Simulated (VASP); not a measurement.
Here is a VASP 6.6.1 calculation.

INCAR

```
ALGO = Normal ; EDIFF = 1E-7
ENCUT = 520 ; GGA = PS
ISIF = 2 ; ISMEAR = 0
LASPH = True ; LCHARG = False
LREAL = False ; LWAVE = False
NBANDS = 22 ; NELM = 100
PREC = Accurate ; SIGMA = 0.1
```

The input KPOINTS:

```
k-points
0
Gamma
  6 6 6
```

The input POSCAR:

```
Pt
1.0
    1.3668042170      0.7891247826      6.9728000494
   -1.3668042170      0.7891247826      6.9728000494
    0.0000000000     -1.5782495653      6.9728000494
Pt
3
Direct
    0.0000000000      0.0000000000      0.0000000000
    0.2226681829      0.2226681829      0.2226681829
    0.7773318171      0.7773318171      0.7773318171
```

Potentials or basis: VASP PAW PBE potentials, release 64 (Pt).

Command:

```console
$ cat potpaw_PBE.64/Pt/POTCAR > POTCAR
$ mpirun -np 1 vasp_std > vasp.out
```

Q: Predict the pressure.

A: -0.5 GPa.

Q: Estimate the largest force.

A: 0.004 eV/Å.

Q: What does it give for the band gap on the k mesh?

A: Zero (bands 15 and 16 overlap by 1.64 eV).

Forces in eV/Å, atoms in the order of the input:
```
Pt   0.000  0.000  0.000
Pt   0.000  0.000  0.004
Pt   0.000  0.000 -0.004
```

Caveat: the k points lie up to 0.45 Å⁻¹ apart, too coarse for converged energies and pressures of a metal; the PAW data sets were made with another functional, which shifts forces and pressure a little; spin-orbit coupling is left out, which moves the levels of the heavy elements.
